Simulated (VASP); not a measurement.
# In (Im-3m) in VASP: notebook, part 2 of 2

VASP 6.6.1.

## Step 4: Single point, PBEsol-based global hybrid

This run uses another cell than the first one, of 25.10 Å³/atom, 0.941 times its volume.

Input file POSCAR:

```
In
1.0
   -1.8445840858      1.8445840858      1.8445840858
    1.8445840858     -1.8445840858      1.8445840858
    1.8445840858      1.8445840858     -1.8445840858
In
1
Direct
    0.0000000000      0.0000000000      0.0000000000
```

Input file INCAR.step1:

```
PREC     = Accurate       # precision mode
ENCUT    = 520            # plane-wave cutoff, eV
EDIFF    = 1E-5           # SCF threshold, eV
ISMEAR   = -1             # smearing method
SIGMA    = 0.05           # smearing width, eV
LREAL    = False          # projectors in reciprocal space
LASPH    = True           # aspherical terms in the spheres
NELM     = 80             # most SCF steps
ALGO     = Normal         # electronic algorithm
ISIF     = 2              # what is computed and relaxed
LWAVE    = True           # write WAVECAR
LCHARG   = False          # write CHGCAR
NBANDS   = 12             # bands
GGA      = PE             # functional
```

Input file INCAR.step2:

```
PREC     = Accurate       # precision mode
ENCUT    = 520            # plane-wave cutoff, eV
EDIFF    = 1E-7           # SCF threshold, eV
ISMEAR   = -1             # smearing method
SIGMA    = 0.05           # smearing width, eV
LREAL    = False          # projectors in reciprocal space
LASPH    = True           # aspherical terms in the spheres
NELM     = 80             # most SCF steps
ALGO     = Normal         # electronic algorithm
ISIF     = 2              # what is computed and relaxed
LWAVE    = False          # write WAVECAR
LCHARG   = False          # write CHGCAR
GGA      = PS             # functional
LHFCALC  = True           # exact exchange
AEXX     = 0.25           # exact-exchange fraction
PRECFOCK = Normal       
NBANDS   = 12             # bands
ISTART   = 1
```

Input file KPOINTS:

```
Automatic mesh
0
Gamma
  5 5 5
```

Potentials or basis: VASP PAW PBE potentials, release 64 (In_d).

Launch:

```console
$ cat potpaw_PBE.64/In_d/POTCAR > POTCAR
$ cp INCAR.step1 INCAR
$ mpirun -np 1 vasp_std > vasp.out
$ cp INCAR.step2 INCAR
$ mpirun -np 1 vasp_std > vasp.out
```

OUTCAR:

```text
PREC = Accurate
   ENCUT = 520
   EDIFF = 1E-7
   ISMEAR = -1
   LREAL = False
   LASPH = True
   NELM = 80
   ISIF = 2
   GGA = PS
   LHFCALC = True
   AEXX = 0.25
   PRECFOCK = Normal
   ISTART = 1

 ion  position               nearest neighbor table
   1  0.000  0.000  0.000-

  LATTYP: Found a body centered cubic cell.
 ALAT       =     3.6891681716

  Lattice vectors:

 A1 = (  -1.8445840858,   1.8445840858,   1.8445840858)
 A2 = (   1.8445840858,  -1.8445840858,   1.8445840858)
 A3 = (   1.8445840858,   1.8445840858,  -1.8445840858)

Analysis of symmetry for initial positions (statically):
=====================================================================
 Subroutine PRICEL returns:
 Original cell was already a primitive cell.

 Routine SETGRP: Setting up the symmetry group for a
 body centered cubic supercell.

 Subroutine GETGRP returns: Found 48 space group operations
 (whereof 48 operations were pure point group operations)
[... 158 lines left out ...]
 fundamental gap:      0.9645565817
 Fermi energy:         7.8118031072

 k-point     1 :       0.0000    0.0000    0.0000
  band No.  band energies     occupation
      1      -9.3446      2.00000
      2      -9.3446      2.00000
      3      -9.3446      2.00000
      4      -9.0262      2.00000
      5      -9.0262      2.00000
      6      -3.7636      2.00000
      7      20.8294      0.00000
      8      20.8294      0.00000
      9      20.8294      0.00000
     10      22.1647      0.00000
     11      22.1647      0.00000
     12      22.1647      0.00000
[... 121 lines left out ...]
 k-point    10 :      -0.4000    0.4000    0.4000
  band No.  band energies     occupation
      1      -9.4333      2.00000
      2      -9.3945      2.00000
      3      -8.9415      2.00000
      4      -8.9415      2.00000
      5      -8.9186      2.00000
      6       5.0144      2.00000
      7      10.1968      0.00000
      8      10.1968      0.00000
      9      11.4975      0.00000
     10      14.2107      0.00000
     11      17.1432      0.00000
     12      28.2616      0.00000

------------------------ aborting loop because EDIFF is reached ----------------------------------------

  FORCE on cell =-STRESS in cart. coord.  units (eV):
  Direction    XX          YY          ZZ          XY          YZ          ZX
  --------------------------------------------------------------------------------------
  -------------------------------------------------------------------------------------
  Total       -0.0202839     -0.0202839     -0.0202839     -0.0000000      0.0000000      0.0000000
  in kB       -1.2945107     -1.2945107     -1.2945107     -0.0000000      0.0000000      0.0000000
  external PRESSURE =      -1.2945107 kB  Pullay stress =       0.0000000 kB

 VOLUME and BASIS-vectors are now :
 -----------------------------------------------------------------------------
  energy-cutoff  :      520.00
  volume of cell :       25.10
      direct lattice vectors                 reciprocal lattice vectors
    -1.844584086  1.844584086  1.844584086     0.000000000  0.271063815  0.271063815
     1.844584086 -1.844584086  1.844584086     0.271063815  0.000000000  0.271063815
     1.844584086  1.844584086 -1.844584086     0.271063815  0.271063815  0.000000000

 POSITION                                       TOTAL-FORCE (eV/Angst)
 -----------------------------------------------------------------------------------
      0.00000      0.00000      0.00000        -0.000000      0.000000     -0.000000
 -----------------------------------------------------------------------------------
    total drift:                               -0.000000      0.000000     -0.000000

  FREE ENERGIE OF THE ION-ELECTRON SYSTEM (eV)
  ---------------------------------------------------
  free  energy   TOTEN  =        -3.4629418653 eV

  energy  without entropy=       -3.4497771815  energy(sigma->0) =       -3.45635952
```

OUTCAR.step1:

```text
PREC = Accurate
   ENCUT = 520
   EDIFF = 1E-5
   ISMEAR = -1
   LREAL = False
[... 348 lines left out ...]

 POSITION                                       TOTAL-FORCE (eV/Angst)
 -----------------------------------------------------------------------------------
      0.00000      0.00000      0.00000        -0.000000     -0.000000      0.000000
 -----------------------------------------------------------------------------------
    total drift:                               -0.000000      0.000000      0.000000

  FREE ENERGIE OF THE ION-ELECTRON SYSTEM (eV)
  ---------------------------------------------------
  free  energy   TOTEN  =        -2.4992090200 eV

  energy  without entropy=       -2.4830430047  energy(sigma->0) =       -2.49112601
```

It took 9.1 min on 1 thread of AMD EPYC 7R13, shared host; peak memory 0.12 GiB.

Results:

* Free energy: -3.4629 eV
* Pressure: -0.1 GPa

Levels at points of the mesh, in eV from the Fermi level:
```
           k point  band 4  band 5  band 6  band 7  band 8  band 9
(0.00, 0.00, 0.00)  -16.84  -16.84  -11.58   13.02   13.02   13.02
```

Caveat: the k points lie up to 0.48 Å⁻¹ apart; the PAW data sets were made with another functional, which shifts forces and pressure a little; spin-orbit coupling is left out, which moves the levels of the heavy elements.

## Step 5: Single point, PBEsol-based screened hybrid

This run uses another cell than the first one, of 25.23 Å³/atom, 0.946 times its volume.

Input file POSCAR:

```
In
1.0
   -1.8477132092      1.8477132092      1.8477132092
    1.8477132092     -1.8477132092      1.8477132092
    1.8477132092      1.8477132092     -1.8477132092
In
1
Direct
    0.0000000000      0.0000000000      0.0000000000
```

Input file INCAR.step1:

```
  PREC = Accurate
  ENCUT = 520
  EDIFF = 1E-5
  ISMEAR = -1
  SIGMA = 0.05
  LREAL = F
  LASPH = T
  NELM = 60
  ALGO = Normal
  ISIF = 2
  LWAVE = T
  NBANDS = 12
  GGA = PE
```

Input file INCAR.step2:

```
  PREC = Accurate
  ENCUT = 520
  EDIFF = 1E-7
  ISMEAR = -1
  SIGMA = 0.05
  LREAL = F
  LASPH = T
  NELM = 60
  ALGO = Normal
  ISIF = 2
  LWAVE = F
  LCHARG = T
  GGA = PS
  LHFCALC = T
  AEXX = 0.25
  HFSCREEN = 0.207
  PRECFOCK = Normal
  LELF = T
  LVHAR = T
  NBANDS = 12
  ISTART = 1
```

Input file KPOINTS:

```
regular mesh
0
Gamma
  5 5 5
```

Launch:

```console
$ cat potpaw_PBE.64/In_d/POTCAR > POTCAR
$ cp INCAR.step1 INCAR
$ mpirun -np 1 vasp_std > vasp.out
$ cp INCAR.step2 INCAR
$ mpirun -np 1 vasp_std > vasp.out
```

Wall time 8.8 min (1 thread of AMD EPYC 7R13, shared host); peak memory 0.21 GiB.

The run converged. Its results:

```
Free energy : -3.1623 eV
Pressure    : -0.1 GPa
```

Levels at points of the mesh, in eV from the Fermi level:
| k point | band 2 | band 3 | band 4 | band 5 | band 6 | band 7 | band 8 | band 9 | band 10 | band 11 |
| --- | --- | --- | --- | --- | --- | --- | --- | --- | --- | --- |
| (0.00, 0.00, 0.00) | -16.70 | -16.70 | -16.39 | -16.39 | -11.07 | 12.57 | 12.57 | 12.57 | 13.98 | 13.98 |

Caveat: the k points lie up to 0.48 Å⁻¹ apart; the PAW data sets were made with another functional, which shifts forces and pressure a little; spin-orbit coupling is left out, which moves the levels of the heavy elements.

## Step 6: The runs side by side

```csv
level,cell,k mesh,cutoff (eV),smearing,grid for exact exchange (PRECFOCK),share of exact exchange,screening parameter,gap on the mesh (eV),pressure (GPa)
PBE,"a = 3.261 Å, angles 109.5°, 1 atom",10 × 10 × 10,500,gaussian 0.019 eV,-,-,-,none,1.5
PBE,"a = 3.261 Å, angles 109.5°, 1 atom",10 × 10 × 10,500,gaussian 0.021 eV,-,-,-,none,1.5
PBEsol-based global hybrid,"a = 3.195 Å, angles 109.5°, 1 atom",5 × 5 × 5,520,fermi-dirac 0.05 eV,Normal,0.25,-,none,-0.1
PBEsol-based screened hybrid,"a = 3.200 Å, angles 109.5°, 1 atom",5 × 5 × 5,520,fermi-dirac 0.05 eV,Normal,0.25,0.207 1/Å,none,-0.1
```

Alike in all rows: task single point; potentials or basis VASP PAW PBE potentials, release 64 (In_d); no spin polarisation.

Caveats: some runs use coarse meshes; spin-orbit coupling is left out, which moves the levels of the heavy elements; the PAW data sets were made with another functional, which shifts forces and pressure a little (some runs).

Absolute energies hang on the potentials; compare differences alone.
